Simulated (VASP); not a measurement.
# MgS (I4/mmm) in VASP: notebook

Runs on MgS. Level: LDA. Tasks: electric field gradients.

All numbers are computed with VASP 6.6.1; they aren't measurements. Logs are shortened: lines on timing, memory, paths and dates and some standing lists are left out, and cuts for length are marked.

### Step 1. The cell of the first run

It takes space group I4/mmm (No. 139, tetragonal). Conventional cell: a = 3.679 Å, b = 3.679 Å, c = 5.255 Å, α = 90.00°, β = 90.00°, γ = 90.00°. Mg (site symmetry 4/mmm) has 6 S at 2.60 to 2.63 Å within 3.4 Å. S (site symmetry 4/mmm) has 6 Mg at 2.60 to 2.63 Å within 3.4 Å.

### Step 2. Electric field gradients, LDA (zz strain of +1 %)

INCAR reads:

```
PREC = Accurate
ENCUT = 520
EDIFF = 1E-8
ISMEAR = -1
SIGMA = 0.01
LREAL = F
LASPH = T
NELM = 60
ALGO = Normal
ISIF = 2
LWAVE = F
LCHARG = F
GGA = CA
LEFG = T
NBANDS = 11
```

KPOINTS reads:

```
regular mesh
0
Gamma
  8 8 8
```

POSCAR reads:

```
MgS
1.0
    0.0000000000      2.6016500000      2.6276665000
    2.6016500000      0.0000000000      2.6276665000
    2.6016500000      2.6016500000      0.0000000000
Mg S
1 1
Direct
    0.0000000000      0.0000000000      0.0000000000
    0.5000000000      0.5000000000      0.5000000000
```

Potentials or basis: VASP PAW LDA potentials, release 64 (Mg, S).

On the command line:

```bash
> cat potpaw_LDA.64/Mg/POTCAR potpaw_LDA.64/S/POTCAR > POTCAR
> mpirun -np 1 vasp_std > vasp.out
```

OUTCAR:

```text
PREC = Accurate
   ENCUT = 520
   EDIFF = 1E-8
   ISMEAR = -1
   LREAL = F
   LASPH = T
   NELM = 60
   ISIF = 2
   GGA = CA

 ion  position               nearest neighbor table
   1  0.000  0.000  0.000-   2 2.60   2 2.60   2 2.60   2 2.60   2 2.63   2 2.63
   2  0.500  0.500  0.500-   1 2.60   1 2.60   1 2.60   1 2.60   1 2.63   1 2.63

  LATTYP: Found a body centered tetragonal cell.
 ALAT       =     3.6792887145
 C/A-ratio  =     1.4283556980

  Lattice vectors:

 A1 = (  -2.6016500000,   0.0000000000,   2.6276665000)
 A2 = (   2.6016500000,   0.0000000000,   2.6276665000)
 A3 = (   0.0000000000,   2.6016500000,  -2.6276665000)

Analysis of symmetry for initial positions (statically):
=====================================================================
 Subroutine PRICEL returns:
 Original cell was already a primitive cell.

 Routine SETGRP: Setting up the symmetry group for a
 body centered tetragonal supercell.

 Subroutine GETGRP returns: Found 16 space group operations
 (whereof 16 operations were pure point group operations)
 out of a pool of 16 trial point group operations.

The static configuration has the point symmetry D_4h.

Analysis of symmetry for dynamics (positions and initial velocities):
=====================================================================
 Subroutine PRICEL returns:
 Original cell was already a primitive cell.

 Routine SETGRP: Setting up the symmetry group for a
 body centered tetragonal supercell.

 Subroutine GETGRP returns: Found 16 space group operations
 (whereof 16 operations were pure point group operations)
 out of a pool of 16 trial point group operations.

The dynamic configuration has the point symmetry D_4h.

 Subroutine INISYM returns: Found 16 space group operations
 (whereof 16 operations are pure point group operations),
 and found     1 'primitive' translations

----------------------------------------------------------------------------------------

                                     Primitive cell

[... 125 lines left out ...]
   NGX = 13   NGY = 13   NGZ = 13

 number of electron       8.0000000 magnetization

 Free energy of the ion-electron system (eV)
  ---------------------------------------------------
  ext. energy  EPLUGINS =         0.00000000
  ---------------------------------------------------
  free energy    TOTEN  =        -9.56157077 eV

  energy without entropy =       -9.56157077  energy(sigma->0) =       -9.56157077

 E-fermi :   3.7187     XC(G=0):  -9.9470

 val. band max:        3.5203612030   @ k =   0.0000   0.0000   0.0000
 cond. band min:       6.0121192645   @ k =   0.5000   0.0000   0.5000
 fundamental gap:      2.4917580614
 Fermi energy:         3.7187479780

 k-point     1 :       0.0000    0.0000    0.0000
  band No.  band energies     occupation
      1      -9.0927      2.00000
      2       3.4766      2.00000
      3       3.4766      2.00000
      4       3.5204      2.00000
      5       6.9060      0.00000
      6      11.2675      0.00000
      7      11.3698      0.00000
      8      11.3698      0.00000
      9      13.6770      0.00000
     10      13.8145      0.00000
     11      15.8225      0.00000
[... 309 lines left out ...]
 k-point    24 :       0.3750    0.0000    0.1250
  band No.  band energies     occupation
      1      -8.0910      2.00000
      2      -0.2940      2.00000
      3       2.5869      2.00000
      4       2.6958      2.00000
      5       8.5695      0.00000
      6       9.9462      0.00000
      7      11.3583      0.00000
      8      11.6062      0.00000
      9      14.5959      0.00000
     10      16.1923      0.00000
     11      16.2092      0.00000

 [... further k-points ...]
[... 5 lines left out ...]
  --------------------------------------------------------------------------------------
  -------------------------------------------------------------------------------------
  Total       -0.9335482     -0.9335482     -1.1275983      0.0000000      0.0000000     -0.0000000
  in kB      -42.0483878    -42.0483878    -50.7886896      0.0000000      0.0000000     -0.0000000
  external PRESSURE =     -44.9618217 kB  Pullay stress =       0.0000000 kB

 VOLUME and BASIS-vectors are now :
 -----------------------------------------------------------------------------
  energy-cutoff  :      520.00
  volume of cell :       35.57
      direct lattice vectors                 reciprocal lattice vectors
     0.000000000  2.601650000  2.627666500    -0.192185728  0.192185728  0.190282899
     2.601650000  0.000000000  2.627666500     0.192185728 -0.192185728  0.190282899
     2.601650000  2.601650000  0.000000000     0.192185728  0.192185728 -0.190282899

 POSITION                                       TOTAL-FORCE (eV/Angst)
 -----------------------------------------------------------------------------------
      0.00000      0.00000      0.00000         0.000000     -0.000000      0.000000
      2.60165      2.60165      2.62767        -0.000000      0.000000      0.000000
 -----------------------------------------------------------------------------------
    total drift:                                0.000000      0.000000      0.000000

  FREE ENERGIE OF THE ION-ELECTRON SYSTEM (eV)
  ---------------------------------------------------
  free  energy   TOTEN  =        -9.5615707678 eV

  energy  without entropy=       -9.5615707678  energy(sigma->0) =       -9.56157077

 Electric field gradients (V/A^2)
---------------------------------------------------------------------
 ion       V_xx      V_yy      V_zz      V_xy      V_xz      V_yz
---------------------------------------------------------------------
   1      -0.822    -0.822     1.643     0.000     0.000     0.000
   2      -0.347    -0.347     0.693    -0.000    -0.000    -0.000
---------------------------------------------------------------------

 Electric field gradients after diagonalization (V/A^2)
 (convention: |V_zz| > |V_xx| > |V_yy|)
----------------------------------------------------------------------
 ion       V_xx      V_yy      V_zz     asymmetry (V_yy - V_xx)/ V_zz
----------------------------------------------------------------------
   1      -0.822    -0.822     1.643       0.000
   2      -0.347    -0.346     0.693       0.001
----------------------------------------------------------------------

           NMR quadrupolar parameters

 Cq : quadrupolar parameter    Cq=e*Q*V_zz/h
 eta: asymmetry parameters     (V_yy - V_xx)/ V_zz
 Q  : nuclear electric quadrupole moment in mb (millibarn)
----------------------------------------------------------------------
 ion       Cq(MHz)       eta       Q (mb)
----------------------------------------------------------------------
   1       0.004       0.000       1.000
   2       0.002       0.001       1.000
----------------------------------------------------------------------
```

OSZICAR:

```text
N       E                     dE             d eps       ncg     rms          rms(c)
DAV:   1     0.200072366291E+02    0.20007E+02   -0.35681E+03  1346   0.589E+02
DAV:   2    -0.859313344214E+01   -0.28600E+02   -0.26864E+02  1662   0.996E+01
DAV:   3    -0.999421978271E+01   -0.14011E+01   -0.13984E+01  1563   0.227E+01
DAV:   4    -0.100025777102E+02   -0.83579E-02   -0.83571E-02  1588   0.210E+00
DAV:   5    -0.100026444933E+02   -0.66783E-04   -0.66783E-04  1610   0.184E-01    0.436E+00
DAV:   6    -0.961596356655E+01    0.38668E+00   -0.86243E-01  1496   0.353E+00    0.334E+00
DAV:   7    -0.956732524383E+01    0.48638E-01   -0.19197E-01  1572   0.179E+00    0.210E+00
DAV:   8    -0.956198793382E+01    0.53373E-02   -0.12955E-02  1460   0.624E-01    0.841E-01
DAV:   9    -0.956160544140E+01    0.38249E-03   -0.73605E-04  1517   0.138E-01    0.370E-01
DAV:  10    -0.956157828250E+01    0.27159E-04   -0.65265E-05  1576   0.387E-02    0.146E-01
DAV:  11    -0.956157073466E+01    0.75478E-05   -0.36917E-05  1529   0.255E-02    0.178E-02
DAV:  12    -0.956157079510E+01   -0.60440E-07   -0.44558E-07  1525   0.455E-03    0.138E-02
DAV:  13    -0.956157076923E+01    0.25867E-07   -0.72505E-08  1538   0.135E-03    0.776E-04
DAV:  14    -0.956157076777E+01    0.14624E-08   -0.69378E-09   901   0.367E-04
   1 F= -.95615708E+01 E0= -.95615708E+01  d E =-.203179E-11
```

It took 54 s on 1 thread of AMD EPYC 7R13, shared host; peak memory 0.12 GiB.

Results:

| Quantity | Value |
| --- | --- |
| Free energy | -9.5616 eV |
| Pressure | -4.5 GPa |
| Band gap on the k mesh | 2.49 eV, indirect (least direct gap 3.39 eV) |

Stress tensor (GPa, compression positive):
```
-4.20  0.00  0.00
 0.00 -4.20  0.00
 0.00  0.00 -5.08
```

Levels at points of the mesh, in eV from the valence-band top:
| k point | band 1 | band 2 | band 3 | band 4 | band 5 | band 6 | band 7 | band 8 |
| --- | --- | --- | --- | --- | --- | --- | --- | --- |
| (0.00, 0.00, 0.00) | -12.61 | -0.04 | -0.04 | 0.00 | 3.39 | 7.75 | 7.85 | 7.85 |
| (0.50, 0.00, 0.00) | -11.30 | -4.88 | -0.63 | -0.60 | 4.33 | 6.65 | 6.75 | 9.71 |
| (0.50, 0.50, 0.00) | -10.96 | -4.24 | -1.69 | -1.69 | 2.54 | 4.28 | 11.60 | 12.68 |
| (0.50, 0.00, 0.50) | -10.92 | -4.23 | -1.77 | -1.69 | 2.49 | 4.24 | 11.70 | 12.71 |

Electric field gradients, principal values (V/Å²):
```tsv
atom	least	middle	greatest (by size)
1 Mg	-0.822	-0.822	1.643
2 S	-0.346	-0.347	0.693
```

Caveat: the cell differs from its parent crystal (zz strain of +1 %); without QUAD_EFG the Cq values of the log hold for a quadrupole moment of 1 mb, not for the nuclei.

### Step 3. Electric field gradients, LDA (zz strain of +1 %)

INCAR reads:

```
ALGO = Normal ; EDIFF = 1E-8
ENCUT = 520 ; ISIF = 2
ISMEAR = -1 ; LASPH = True
LCHARG = False ; LEFG = True
LREAL = False ; LWAVE = False
NBANDS = 11 ; NELM = 100
PREC = Accurate ; SIGMA = 0.01
```

KPOINTS reads:

```
k-points
0
Gamma
  8 8 8
```

POSCAR is that of step 2.

Potentials or basis: VASP PAW LDA potentials, release 64 (Mg, S).

On the command line:

```bash
> cat potpaw_LDA.64/Mg/POTCAR potpaw_LDA.64/S/POTCAR > POTCAR
> mpirun -np 1 vasp_std > vasp.out
```

OUTCAR:

```text
EDIFF = 1E-8
   ENCUT = 520
   ISIF = 2
   ISMEAR = -1
   LASPH = True
   LREAL = False
   NELM = 100
   PREC = Accurate

 ion  position               nearest neighbor table
   1  0.000  0.000  0.000-   2 2.60   2 2.60   2 2.60   2 2.60   2 2.63   2 2.63
   2  0.500  0.500  0.500-   1 2.60   1 2.60   1 2.60   1 2.60   1 2.63   1 2.63

  LATTYP: Found a body centered tetragonal cell.
 ALAT       =     3.6792887145
 C/A-ratio  =     1.4283556980

  Lattice vectors:

 A1 = (  -2.6016500000,   0.0000000000,   2.6276665000)
 A2 = (   2.6016500000,   0.0000000000,   2.6276665000)
 A3 = (   0.0000000000,   2.6016500000,  -2.6276665000)

[... 546 lines left out ...]
  free  energy   TOTEN  =        -9.5615707678 eV

  energy  without entropy=       -9.5615707678  energy(sigma->0) =       -9.56157077

 Electric field gradients (V/A^2)
---------------------------------------------------------------------
 ion       V_xx      V_yy      V_zz      V_xy      V_xz      V_yz
---------------------------------------------------------------------
   1      -0.822    -0.822     1.643     0.000     0.000     0.000
   2      -0.347    -0.347     0.693    -0.000    -0.000    -0.000
---------------------------------------------------------------------

 Electric field gradients after diagonalization (V/A^2)
 (convention: |V_zz| > |V_xx| > |V_yy|)
----------------------------------------------------------------------
 ion       V_xx      V_yy      V_zz     asymmetry (V_yy - V_xx)/ V_zz
----------------------------------------------------------------------
   1      -0.822    -0.822     1.643       0.000
   2      -0.347    -0.346     0.693       0.001
----------------------------------------------------------------------

           NMR quadrupolar parameters

 Cq : quadrupolar parameter    Cq=e*Q*V_zz/h
 eta: asymmetry parameters     (V_yy - V_xx)/ V_zz
 Q  : nuclear electric quadrupole moment in mb (millibarn)
----------------------------------------------------------------------
 ion       Cq(MHz)       eta       Q (mb)
----------------------------------------------------------------------
   1       0.004       0.000       1.000
   2       0.002       0.001       1.000
----------------------------------------------------------------------
```

OSZICAR:

```text
N       E                     dE             d eps       ncg     rms          rms(c)
DAV:   1     0.200072366291E+02    0.20007E+02   -0.35681E+03  1346   0.589E+02
DAV:   2    -0.859313344214E+01   -0.28600E+02   -0.26864E+02  1662   0.996E+01
DAV:   3    -0.999421978271E+01   -0.14011E+01   -0.13984E+01  1563   0.227E+01
DAV:   4    -0.100025777102E+02   -0.83579E-02   -0.83571E-02  1588   0.210E+00
DAV:   5    -0.100026444933E+02   -0.66783E-04   -0.66783E-04  1610   0.184E-01    0.436E+00
DAV:   6    -0.961596356655E+01    0.38668E+00   -0.86243E-01  1496   0.353E+00    0.334E+00
DAV:   7    -0.956732524383E+01    0.48638E-01   -0.19197E-01  1572   0.179E+00    0.210E+00
DAV:   8    -0.956198793382E+01    0.53373E-02   -0.12955E-02  1460   0.624E-01    0.841E-01
DAV:   9    -0.956160544140E+01    0.38249E-03   -0.73605E-04  1517   0.138E-01    0.370E-01
DAV:  10    -0.956157828250E+01    0.27159E-04   -0.65265E-05  1576   0.387E-02    0.146E-01
DAV:  11    -0.956157073466E+01    0.75478E-05   -0.36917E-05  1529   0.255E-02    0.178E-02
DAV:  12    -0.956157079510E+01   -0.60440E-07   -0.44558E-07  1525   0.455E-03    0.138E-02
DAV:  13    -0.956157076923E+01    0.25867E-07   -0.72505E-08  1538   0.135E-03    0.776E-04
DAV:  14    -0.956157076777E+01    0.14624E-08   -0.69378E-09   901   0.367E-04
   1 F= -.95615708E+01 E0= -.95615708E+01  d E =-.203179E-11
```

stdout:

```text
POSCAR found type information on POSCAR MgS
 POSCAR found :  2 types and       2 ions
 scaLAPACK will be used
 LDA part: xc-table for (Slater(with rela. corr.)+CA(PZ))
 , standard interpolation
 POSCAR, INCAR and KPOINTS ok, starting setup
 FFT: planning ... GRIDC
 FFT: planning ... GRID_SOFT
 FFT: planning ... GRID
 WAVECAR not read
 entering main loop
ion   1

ion   2
```

Wall time 50 s (1 thread of AMD EPYC 7R13, shared host); peak memory 0.12 GiB.

What came out:

```yaml
Free_energy: -9.5616 eV
Pressure: -4.5 GPa
Band_gap_on_the_k_mesh: 2.49 eV, indirect (least direct gap 3.39 eV)
```

Stress tensor (GPa, compression positive):
```
-4.20  0.00  0.00
 0.00 -4.20  0.00
 0.00  0.00 -5.08
```

Electric field gradients, principal values (V/Å²):
```
atom   least  middle  greatest (by size)
1 Mg  -0.822  -0.822               1.643
 2 S  -0.346  -0.347               0.693
```

Caveat: the cell differs from its parent crystal (zz strain of +1 %); without QUAD_EFG the Cq values of the log hold for a quadrupole moment of 1 mb, not for the nuclei. A k mesh can miss the band edges.

(Part 1 of 2 ends here.)
